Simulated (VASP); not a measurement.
# SiC (P6_3mc) in VASP: a series of runs

SiC is run at these levels: LDA, HSE06; tasks: relaxation of cell and atoms, single point.

Program: VASP 6.6.1. These are calculated values, not measurements. Logs are shortened: lines on timing, memory, paths and dates and some standing lists are left out, and cuts for length are marked.

### 1 The cell of the first run

The structure is hexagonal, space group P6_3mc (No. 186). The conventional cell has a = 3.092 Å, b = 3.092 Å, c = 5.074 Å, α = 90.00°, β = 90.00°, γ = 120.00°. Within 2.5 Å of Si (site symmetry 3m) lie 4 C at 1.89 to 1.91 Å. Within 2.5 Å of C (site symmetry 3m) lie 4 Si at 1.89 to 1.91 Å.

### 2 Relaxation of cell and atoms, LDA

Contents of INCAR:

```
  PREC = Accurate
  ENCUT = 600
  EDIFF = 1E-7
  ISMEAR = -1
  SIGMA = 0.02
  LREAL = False
  LASPH = True
  NELM = 60
  ALGO = Normal
  ISIF = 3
  LWAVE = False
  LCHARG = False
  GGA = CA
  IBRION = 2
  NSW = 80
  EDIFFG = -0.005
```

Contents of KPOINTS:

```
regular mesh
0
Gamma
  12 12 4
```

Contents of POSCAR:

```
SiC
1.0
    3.0919365092      0.0000000000      0.0000000000
   -1.5459682546      2.6776955638      0.0000000000
    0.0000000000      0.0000000000      5.0742922867
Si C
2 2
Direct
    0.3333333333      0.6666666667      0.4995817071
    0.6666666667      0.3333333333      0.9995817071
    0.3333333333      0.6666666667      0.8754182929
    0.6666666667      0.3333333333      0.3754182929
```

Potentials or basis: VASP PAW LDA potentials, release 64 (Si, C).

The run is started by

```
cat potpaw_LDA.64/Si/POTCAR potpaw_LDA.64/C/POTCAR > POTCAR
mpirun -np 1 vasp_std > vasp.out
```

OUTCAR:

```text
PREC = Accurate
   ENCUT = 600
   EDIFF = 1E-7
   ISMEAR = -1
   LREAL = False
   LASPH = True
   NELM = 60
   ISIF = 3
   GGA = CA
   IBRION = 2
   NSW = 80
   EDIFFG = -0.005

 ion  position               nearest neighbor table
   1  0.333  0.667  0.500-   4 1.89   4 1.89   4 1.89   3 1.91   2 3.10   2 3.10   2 3.10   2 3.10
                             2 3.10   2 3.10
   2  0.667  0.333  1.000-   3 1.89   3 1.89   3 1.89   4 1.91   1 3.10   1 3.10   1 3.10   1 3.10
                             1 3.10   1 3.10
   3  0.333  0.667  0.875-   2 1.89   2 1.89   2 1.89   1 1.91
   4  0.667  0.333  0.375-   1 1.89   1 1.89   1 1.89   2 1.91

  LATTYP: Found a hexagonal cell.
 ALAT       =     3.0919365092
 C/A-ratio  =     1.6411372845

  Lattice vectors:

 A1 = (   3.0919365092,   0.0000000000,   0.0000000000)
 A2 = (  -1.5459682546,   2.6776955638,   0.0000000000)
 A3 = (   0.0000000000,   0.0000000000,   5.0742922867)

Analysis of symmetry for initial positions (statically):
=====================================================================
 Subroutine PRICEL returns:
 Original cell was already a primitive cell.

 Routine SETGRP: Setting up the symmetry group for a
 hexagonal supercell.

 Subroutine GETGRP returns: Found 12 space group operations
 (whereof  6 operations were pure point group operations)
 out of a pool of 24 trial point group operations.

The static configuration has the point symmetry C_3v.
 The point group associated with its full space group is C_6v.

Analysis of symmetry for dynamics (positions and initial velocities):
=====================================================================
 Subroutine PRICEL returns:
 Original cell was already a primitive cell.

 Routine SETGRP: Setting up the symmetry group for a
 hexagonal supercell.

 Subroutine GETGRP returns: Found 12 space group operations
 (whereof  6 operations were pure point group operations)
 out of a pool of 24 trial point group operations.

The dynamic configuration has the point symmetry C_3v.
 The point group associated with its full space group is C_6v.

 Subroutine INISYM returns: Found 12 space group operations
 (whereof  6 operations are pure point group operations),
 and found     1 'primitive' translations

----------------------------------------------------------------------------------------

                                     Primitive cell

  volume of cell :      42.0114

  direct lattice vectors                    reciprocal lattice vectors
     3.091936509  0.000000000  0.000000000     0.323421906  0.186727725  0.000000000
    -1.545968255  2.677695564  0.000000000     0.000000000  0.373455449  0.000000000
     0.000000000  0.000000000  5.074292287     0.000000000  0.000000000  0.197071817

  length of vectors
     3.091936509  3.091936509  5.074292287     0.373455449  0.373455449  0.197071817

  position of ions in fractional coordinates (direct lattice)
     0.333333333  0.666666667  0.499581707
     0.666666667  0.333333333  0.999581707
     0.333333333  0.666666667  0.875418293
     0.666666667  0.333333333  0.375418293

  ion indices of the primitive-cell ions
   primitive index   ion index
                 1           1
                 2           2
                 3           3
                 4           4

----------------------------------------------------------------------------------------

 KPOINTS: regular mesh

Automatic generation of k-mesh.
 Grid dimensions read from file:
 generate k-points for:   12   12    4

 Generating k-lattice:

  Cartesian coordinates                     Fractional coordinates (reciprocal lattice)
     0.026951826  0.015560644  0.000000000     0.083333333  0.000000000  0.000000000
     0.000000000  0.031121287  0.000000000     0.000000000  0.083333333  0.000000000
     0.000000000  0.000000000  0.049267954     0.000000000  0.000000000  0.250000000

  Length of vectors
     0.031121287  0.031121287  0.049267954

  Shift w.r.t. Gamma in fractional coordinates (k-lattice)
     0.000000000  0.000000000  0.000000000

 Subroutine IBZKPT returns following result:
 ===========================================

 Found     57 irreducible k-points:

 Following reciprocal coordinates:
            Coordinates               Weight
  0.000000  0.000000  0.000000      1.000000
  0.083333 -0.000000  0.000000      6.000000
  0.166667  0.000000  0.000000      6.000000
  0.250000 -0.000000  0.000000      6.000000
  0.333333  0.000000  0.000000      6.000000
  0.416667  0.000000  0.000000      6.000000
[... 16 lines left out ...]
  0.250000 -0.000000  0.250000     12.000000
  0.333333  0.000000  0.250000     12.000000
 [... further k-points ...]
   k-points           NKPTS =     57   k-points in BZ     NKDIM =     57   number of bands    NBANDS=     12
   number of dos      NEDOS =    301   number of ions     NIONS =      4
   total plane-waves  NPLWV =  32928
   dimension x,y,z NGX =    28 NGY =   28 NGZ =   42
   dimension x,y,z NGXF=    56 NGYF=   56 NGZF=   84
   ions per type =               2   2
   NGX,Y,Z   is equivalent  to a cutoff of  15.05, 15.05, 13.76 a.u.
   NGXF,Y,Z  is equivalent  to a cutoff of  30.11, 30.11, 27.52 a.u.
 SYSTEM =  unknown system
   PREC   = accura    normal or accurate (medium, high low for compatibility)
   ISTART =      0    job   : 0-new  1-cont  2-samecut
   ICHARG =      2    charge: 1-file 2-atom 10-const
   ISPIN  =      1    spin polarized calculation?
   LNONCOLLINEAR =      F non collinear calculations
   LSORBIT =      F    spin-orbit coupling
   LASPH  =      T    aspherical Exc in radial PAW
   ENCUT  =  600.0 eV  44.10 Ry    6.64 a.u.   6.18  6.18 10.13*2*pi/ulx,y,z
   NELM   =     60;   NELMIN=  2; NELMDL= -5     # of ELM steps
   EDIFF  = 0.1E-06   stopping-criterion for ELM
   LREAL  =      F    real-space projection
   EDIFFG = -.5E-02   stopping-criterion for IOM
   NSW    =     80    number of steps for IOM
   IBRION =      2    ionic relax: 0-MD 1-quasi-New 2-CG
   NFREE  =      1    steps in history (QN), initial steepest desc. (CG)
   ISIF   =      3    stress and relaxation
   ISYM   =      2    0-nonsym 1-usesym 2-fastsym
   POTIM  = 0.5000    time-step for ionic-motion
   TEBEG  =    0.0;   TEEND  =   0.0 temperature during run
   PSTRESS=    0.0 pullay stress
   NELECT =      16.0000    total number of electrons
   NUPDOWN=      -1.0000    fix difference up-down
   EMIN   =  10.00;   EMAX   =-10.00  energy-range for DOS
   EFERMI =   0.00;   METHOD = LEGACY
   ISMEAR =    -1;   SIGMA  =   0.02  broadening in eV -4-tet -1-fermi 0-gaus
   EFERMI_NEDOS =   21; number of points for ismear=-14 and -15
   IALGO  =     38    algorithm
   IMIX   =      4    mixing-type and parameters
     AMIX     =   0.40;   BMIX     =  1.00
     AMIX_MAG =   1.60;   BMIX_MAG =  1.00
  volume/ion in A,a.u.               =      10.50        70.88
  Fermi-wavevector in a.u.,A,eV,Ry     =   1.186658  2.242459 19.159157  1.408158
  Thomas-Fermi vector in A             =   2.322826
   LORBIT       =      0    0 simple, 1 ext, 2 COOP (PROOUT), +10 PAW based schemes
   GGA     = CA    functional components
   LHFCALC =     F    Hartree Fock is set to
   AEXX    =    0.0000 exact exchange contribution
   IVDW    =     0    specifies the selected vdW correction
   LEPSILON=     F    determine dielectric tensor
   LRPA    =     F    only Hartree local field effects (RPA)
 conjugate gradient relaxation of ions
 non-spin polarized calculation
  energy-cutoff  :      600.00
  volume of cell :       42.01
 maximum number of plane-waves:      1420
 NGX is ok and might be reduce to    28
   NGX = 13   NGY = 13   NGZ = 21

--------------------------------------- Ionic step        1  -------------------------------------------

 number of electron      16.0000000 magnetization

 Free energy of the ion-electron system (eV)
  ---------------------------------------------------
  ext. energy  EPLUGINS =         0.00000000
  ---------------------------------------------------
  free energy    TOTEN  =       -33.25024607 eV

  energy without entropy =      -33.25024607  energy(sigma->0) =      -33.25024607

------------------------ aborting loop because EDIFF is reached ----------------------------------------

  FORCE on cell =-STRESS in cart. coord.  units (eV):
  Direction    XX          YY          ZZ          XY          YZ          ZX
  --------------------------------------------------------------------------------------
  -------------------------------------------------------------------------------------
  Total       -1.9123052     -1.9123052     -1.8699969      0.0000000      0.0000000      0.0000000
  in kB      -72.9290477    -72.9290477    -71.3155479      0.0000000      0.0000000      0.0000000
  external PRESSURE =     -72.3912144 kB  Pullay stress =       0.0000000 kB

 VOLUME and BASIS-vectors are now :
 -----------------------------------------------------------------------------
  energy-cutoff  :      600.00
  volume of cell :       42.01
      direct lattice vectors                 reciprocal lattice vectors
     3.091936509  0.000000000  0.000000000     0.323421906  0.186727725  0.000000000
    -1.545968255  2.677695564  0.000000000     0.000000000  0.373455449  0.000000000
     0.000000000  0.000000000  5.074292287     0.000000000  0.000000000  0.197071817
[... 153 lines left out ...]
 POSITION                                       TOTAL-FORCE (eV/Angst)
 -----------------------------------------------------------------------------------
     -0.00000      1.76556      2.50689        -0.000000      0.000000     -0.009866
      1.52902      0.88278      5.01563        -0.000000     -0.000000     -0.009866
     -0.00000      1.76556      4.39217         0.000000     -0.000000      0.009866
      1.52902      0.88278      1.88342         0.000000      0.000000      0.009866
 -----------------------------------------------------------------------------------
    total drift:                                0.000000     -0.000000      0.000150

  FREE ENERGIE OF THE ION-ELECTRON SYSTEM (eV)
  ---------------------------------------------------
  free  energy   TOTEN  =       -33.2825576180 eV

  energy  without entropy=      -33.2825576180  energy(sigma->0) =      -33.28255762

--------------------------------------- Ionic step        6  -------------------------------------------

 number of electron      16.0000001 magnetization

 Free energy of the ion-electron system (eV)
  ---------------------------------------------------
  ext. energy  EPLUGINS =         0.00000000
  ---------------------------------------------------
  free energy    TOTEN  =       -33.28256985 eV

  energy without entropy =      -33.28256985  energy(sigma->0) =      -33.28256985

 E-fermi :   8.8129     XC(G=0): -11.6285

 val. band max:        8.4213467679   @ k =   0.0000   0.0000   0.0000
 cond. band min:      10.5403993737   @ k =   0.3333   0.3333   0.0000
 fundamental gap:      2.1190526058
 Fermi energy:         8.8129259704

 k-point     1 :       0.0000    0.0000    0.0000
  band No.  band energies     occupation
      1      -7.2029      2.00000
      2      -3.5174      2.00000
      3      -0.4000      2.00000
      4       7.0969      2.00000
      5       7.0969      2.00000
      6       8.3068      2.00000
      7       8.4213      2.00000
      8       8.4213      2.00000
      9      13.3389      0.00000
     10      14.8335      0.00000
     11      15.0841      0.00000
     12      15.0841      0.00000

 k-point     2 :       0.0833   -0.0000    0.0000
  band No.  band energies     occupation
      1      -7.0802      2.00000
      2      -3.4121      2.00000
      3      -0.2862      2.00000
      4       6.4099      2.00000
      5       6.8809      2.00000
      6       7.9701      2.00000
      7       8.2293      2.00000
      8       8.3561      2.00000
      9      13.7227      0.00000
     10      14.6778      0.00000
     11      15.2217      0.00000
     12      15.3382      0.00000
[... 316 lines left out ...]
 k-point    24 :       0.3333    0.0000    0.2500
  band No.  band energies     occupation
      1      -5.0228      2.00000
      2      -2.9385      2.00000
      3       1.2066      2.00000
      4       3.1109      2.00000
      5       3.4586      2.00000
      6       5.6637      2.00000
      7       6.8601      2.00000
      8       7.0939      2.00000
      9      11.7208      0.00000
     10      12.7663      0.00000
     11      14.6821      0.00000
     12      16.7049      0.00000

 [... further k-points ...]
[... 5 lines left out ...]
  --------------------------------------------------------------------------------------
  -------------------------------------------------------------------------------------
  Total        0.0011152      0.0011152      0.0023838      0.0000000      0.0000000      0.0000000
  in kB        0.0439890      0.0439890      0.0940297      0.0000000      0.0000000      0.0000000
  external PRESSURE =       0.0606692 kB  Pullay stress =       0.0000000 kB

 VOLUME and BASIS-vectors are now :
 -----------------------------------------------------------------------------
  energy-cutoff  :      600.00
  volume of cell :       40.62
      direct lattice vectors                 reciprocal lattice vectors
     3.057358449  0.000000000  0.000000000     0.327079738  0.188839575 -0.000000000
    -1.528679225  2.647750085 -0.000000000     0.000000000  0.377679149  0.000000000
     0.000000000  0.000000000  5.017627149    -0.000000000  0.000000000  0.199297391

 POSITION                                       TOTAL-FORCE (eV/Angst)
 -----------------------------------------------------------------------------------
     -0.00000      1.76517      2.50678        -0.000000      0.000000     -0.000720
      1.52868      0.88258      5.01559        -0.000000      0.000000     -0.000720
     -0.00000      1.76517      4.39246         0.000000     -0.000000      0.000720
      1.52868      0.88258      1.88364         0.000000      0.000000      0.000720
 -----------------------------------------------------------------------------------
    total drift:                               -0.000000     -0.000000     -0.000224

  FREE ENERGIE OF THE ION-ELECTRON SYSTEM (eV)
  ---------------------------------------------------
  free  energy   TOTEN  =       -33.2825698469 eV

  energy  without entropy=      -33.2825698469  energy(sigma->0) =      -33.28256985

 reached required accuracy - stopping structural energy minimisation
```

It took 98 s on 1 thread of Intel Xeon Platinum 8488C (Sapphire Rapids), shared host; peak memory 0.17 GiB.

What came out:

- Free energy: -33.2826 eV
- Relaxed volume: 10.15 Å³/atom
- Relaxed cell: a = 3.057 Å, b = 3.057 Å, c = 5.018 Å, α = 90.00°, β = 90.00°, γ = 120.00°
- Space group after relaxing (to 0.05 Å): P6_3mc (No. 186)
- Energy gained by relaxing: 8.1 meV/atom
- Ionic steps: 6
- Pressure after relaxing: 0.0 GPa
- Band gap on the k mesh: 2.12 eV, indirect (least direct gap 3.91 eV)

Step by step:
```tsv
step	energy change (eV)	largest force (eV/Å)	pressure (GPa)	volume (Å³)
1	0.0000	0.0044	-7.24	42.01
2	0.0058	0.0227	8.80	39.19
3	-0.0323	0.0076	-0.05	40.63
4	-0.0323	0.0078	0.10	40.60
5	-0.0323	0.0099	-0.09	40.64
6	-0.0323	0.0007	0.01	40.62
```

Final structure:
```
Si C
1.0
     3.05736    0.00000    0.00000
    -1.52868    2.64775    0.00000
     0.00000    0.00000    5.01763
Si C
2 2
Cartesian
  0.0000 1.7652 2.5068
  1.5287 0.8826 5.0156
  0.0000 1.7652 4.3925
  1.5287 0.8826 1.8836
```

### 3 Single point, HSE06

This run uses another cell than the first one, of 10.28 Å³/atom, 0.979 times its volume.

Contents of POSCAR:

```
SiC
1.0
    3.0712947433      0.0000000000      0.0000000000
   -1.5356473717      2.6598192702      0.0000000000
    0.0000000000      0.0000000000      5.0355095061
Si C
2 2
Direct
    0.3333333333      0.6666666667      0.4994541651
    0.6666666667      0.3333333333      0.9994541651
    0.3333333333      0.6666666667      0.8755458349
    0.6666666667      0.3333333333      0.3755458349
```

Contents of INCAR.step1:

```
SYSTEM = SiC
PREC     = Accurate       ! precision mode
ENCUT    = 520            ! plane-wave cutoff, eV
EDIFF    = 1E-5           ! SCF threshold, eV
ISMEAR   = -1             ! smearing method
SIGMA    = 0.02           ! smearing width, eV
LREAL    = .FALSE.        ! projectors in reciprocal space
LASPH    = .TRUE.         ! aspherical terms in the spheres
NELM     = 100            ! most SCF steps
ALGO     = Normal         ! electronic algorithm
ISIF     = 2              ! what is computed and relaxed
LWAVE    = .TRUE.         ! write WAVECAR
GGA      = PE             ! functional
NBANDS   = 16             ! bands
```

Contents of INCAR.step2:

```
SYSTEM = SiC
PREC     = Accurate       ! precision mode
ENCUT    = 520            ! plane-wave cutoff, eV
EDIFF    = 1E-6           ! SCF threshold, eV
ISMEAR   = -1             ! smearing method
SIGMA    = 0.02           ! smearing width, eV
LREAL    = .FALSE.        ! projectors in reciprocal space
LASPH    = .TRUE.         ! aspherical terms in the spheres
NELM     = 100            ! most SCF steps
ALGO     = Normal         ! electronic algorithm
ISIF     = 2              ! what is computed and relaxed
LWAVE    = .FALSE.        ! write WAVECAR
LCHARG   = .TRUE.         ! write CHGCAR
GGA      = PE             ! functional
LHFCALC  = .TRUE.         ! exact exchange
HFSCREEN = 0.2079         ! screening, 1/A
PRECFOCK = Normal       
LELF     = .TRUE.         ! ELF
LVHAR    = .TRUE.       
ISTART   = 1            
NBANDS   = 16             ! bands
```

Contents of KPOINTS:

```
regular mesh
0
G
  6 6 4
  0 0 0
```

Potentials or basis: VASP PAW PBE potentials, release 64 (Si, C).

The run is started by

```
cat potpaw_PBE.64/Si/POTCAR potpaw_PBE.64/C/POTCAR > POTCAR
cp INCAR.step1 INCAR
mpirun -np 1 vasp_std > vasp.out
cp INCAR.step2 INCAR
mpirun -np 1 vasp_std > vasp.out
```

Wall time 12 min (1 thread of Intel Xeon 6975P-C (Granite Rapids), shared host); peak memory 0.26 GiB.

Results (log left out):

| Property | Result |
| --- | --- |
| Free energy | -34.8314 eV |
| Pressure | -0.4 GPa |
| Band gap on the k mesh | 3.17 eV, indirect (least direct gap 5.07 eV) |

Forces on the atoms (eV/Å):
```
Si   0.000  0.000 -0.002
Si   0.000  0.000 -0.002
C    0.000  0.000  0.002
C    0.000  0.000  0.002
```

Levels at points of the mesh, in eV from the valence-band top:
```csv
k point,band 6,band 7,band 8,band 9,band 10,band 11
"(0.00, 0.00, 0.00)",-0.10,0.00,0.00,6.00,7.56,7.92
"(0.50, 0.00, 0.00)",-3.67,-3.53,-1.32,3.75,5.28,8.16
"(0.00, 0.00, 0.50)",-0.80,-0.80,-0.80,7.16,7.16,8.64
"(0.50, 0.00, 0.50)",-2.70,-2.54,-2.54,4.30,4.30,6.40
```

Caveat: the PAW data sets were made with another functional, which shifts forces and pressure a little. A k mesh can miss the band edges.
